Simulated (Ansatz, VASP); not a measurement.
## Na4Au: VASP beside Ansatz

INCAR

```
PREC     = Accurate       # precision mode
ENCUT    = 600            # plane-wave cutoff, eV
EDIFF    = 1E-7           # SCF threshold, eV
ISMEAR   = 0              # smearing method
SIGMA    = 0.1            # smearing width, eV
LREAL    = False          # projectors in reciprocal space
LASPH    = True           # aspherical terms in the spheres
NELM     = 80             # most SCF steps
ALGO     = Fast           # electronic algorithm
ISIF     = 3              # what is computed and relaxed
LWAVE    = False          # write WAVECAR
LCHARG   = False          # write CHGCAR
GGA      = PE             # functional
IBRION   = 2              # ionic algorithm
NSW      = 100            # ionic steps
EDIFFG   = -0.01          # ionic threshold
```

KPOINTS

```
regular mesh
0
Gamma
  12 12 4
```

Contents of POSCAR:

```
Na4Au
1.0
    4.8154245614      0.0000000000      0.0000000000
   -2.4077122807      4.1702800002      0.0000000000
    0.0000000000      0.0000000000      9.7746858399
Na Au
4 1
Direct
    0.3333333333      0.6666666667      0.0000000000
    0.6666666667      0.3333333333      0.0000000000
    0.6666666667      0.3333333333      0.6588989928
    0.6666666667      0.3333333333      0.3411010072
    0.3333333333      0.6666666667      0.5000000000
```

Input for Ansatz:

```yaml
crystal:
  lattice:
    - [4.8154245614, 0.0, 0.0]
    - [-2.4077122807, 4.1702800002, 0.0]
    - [0.0, 0.0, 9.7746858399]
  atoms:
    - { symbol: Na, position: [0.3333333333, 0.6666666667, 0.0] }
    - { symbol: Na, position: [0.6666666667, 0.3333333333, 0.0] }
    - { symbol: Na, position: [0.6666666667, 0.3333333333, 0.6588989928] }
    - { symbol: Na, position: [0.6666666667, 0.3333333333, 0.3411010072] }
    - { symbol: Au, position: [0.3333333333, 0.6666666667, 0.5] }
basis:
  ecutwfc: 420
kpoints:
  mp_grid: { grid: [12, 12, 4] }
hamiltonian:
  xc: pbe
scf:
  occupations: { method: gaussian, width: 0.1 }
output:
  forces: true
  stress: true
  eigenvalues: true
relax:
  adjacent_minimum: "off"
  f_tol: 0.01
  max_steps: 80
  cell: { stress_tol: 0.05 }
```

Alike in both runs: task relaxation of cell and atoms; functional PBE; k mesh 12 × 12 × 4; occupations gaussian, width 0.1 eV; no spin polarisation.

|  | VASP | Ansatz |
| --- | --- | --- |
| version | VASP 6.6.1 | Ansatz 0.2.0 |
| potentials or method | VASP PAW PBE potentials, release 64 (Na_pv, Au), cutoff 600 eV | scalar-relativistic, plane waves, PAW |
| valence electrons in the cell | 39 | 55 |

Ansatz gave:

```
gap on the k mesh at the Fermi level, each at its own relaxed structure (eV) : none
relaxed volume (Å³/atom)                                                     : 39.46
relaxed length of the cell vector where the two differ most in proportion (Å)              : 9.912
```

Q: What did VASP give for the same quantities?

A: gap on the k mesh at the Fermi level, each at its own relaxed structure (eV): none; relaxed volume (Å³/atom): 39.51; relaxed length of the cell vector where the two differ most in proportion (Å): 9.917.

A gap of «none» marks a metal or a gap that the smearing closes. VASP's potentials hold 39 valence electrons a cell and Ansatz's 55, so a difference there can come from the potentials and not from the codes.

Spin-orbit coupling is off throughout.
